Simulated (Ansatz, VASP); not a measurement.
BaLi2S2 in VASP and in Ansatz

File INCAR:

```
SYSTEM = BaLi2S2
  ALGO = Normal
  EDIFF = 1E-6
  EDIFFG = -0.04
  ENCUT = 600
  GGA = PE
  IBRION = 2
  ISIF = 3
  ISMEAR = 0
  LASPH = .TRUE.
  LCHARG = .FALSE.
  LREAL = .FALSE.
  LWAVE = .FALSE.
  NELM = 100
  NSW = 90
  PREC = Accurate
  SIGMA = 0.1
```

The input KPOINTS:

```
k-points
0
G
  6 6 4
  0 0 0
```

Contents of POSCAR:

```
BaLi2S2
1.0
    4.1372227400      0.0000000000      0.0000000000
   -2.0686113700      3.5829400000      0.0000000000
    0.0000000000      0.0000000000      6.7036112700
Ba Li S
1 2 2
Direct
    0.0000000000      0.0000000000      0.0000000000
    0.6666666700      0.3333333300      0.7478264600
    0.3333333300      0.6666666700      0.2521735400
    0.6666666700      0.3333333300      0.3611118800
    0.3333333300      0.6666666700      0.6388881200
```

Input for Ansatz:

```yaml
crystal:
  lattice:
    - [4.13722274, 0.0, 0.0]
    - [-2.06861137, 3.58294, 0.0]
    - [0.0, 0.0, 6.70361127]
  atoms:
    - { symbol: Ba, position: [0.0, 0.0, 0.0] }
    - { symbol: Li, position: [0.66666667, 0.33333333, 0.74782646] }
    - { symbol: Li, position: [0.33333333, 0.66666667, 0.25217354] }
    - { symbol: S, position: [0.66666667, 0.33333333, 0.36111188] }
    - { symbol: S, position: [0.33333333, 0.66666667, 0.63888812] }
basis:
  ecutwfc: 420
kpoints:
  mp_grid: { grid: [6, 6, 4] }
hamiltonian:
  xc: pbe
scf:
  occupations: { method: gaussian, width: 0.1 }
  lower_state_search: "off"
output:
  forces: true
  stress: true
  eigenvalues: true
relax:
  adjacent_minimum: "off"
  f_tol: 0.04
  max_steps: 70
  cell: { stress_tol: 0.4 }
```

Change from the starting cell: species swapped into the ZrCu2P2 type (P-3m1, No. 164).

Alike in both runs: task relaxation of cell and atoms; functional PBE; k mesh 6 × 6 × 4; occupations gaussian, width 0.1 eV; no spin polarisation.

```csv
,VASP,Ansatz
version,VASP 6.6.1,Ansatz 0.2.0
potentials or method,"VASP PAW PBE potentials, release 64 (Ba_sv, Li_sv, S), cutoff 600 eV","scalar-relativistic, plane waves, PAW"
valence electrons in the cell,28,28
```

|  | VASP | Ansatz | Ansatz less VASP |
| --- | --- | --- | --- |
| gap on the k mesh at the Fermi level, each at its own relaxed structure (eV) | 2.73 | 2.81 | +0.086 |
| relaxed volume (Å³/atom) | 23.07 | 22.88 | -0.190 |
| relaxed length of the cell vector where the two differ most in proportion (Å) | 7.165 | 7.141 | -0.0247 |

Neither program's run includes spin-orbit coupling. Noted on VASP's run: the cutoff is under 1.25 times that of the potentials, so the pressure is a little rough; the volume moved by over 15 % at a fixed basis, so the end points are rough.
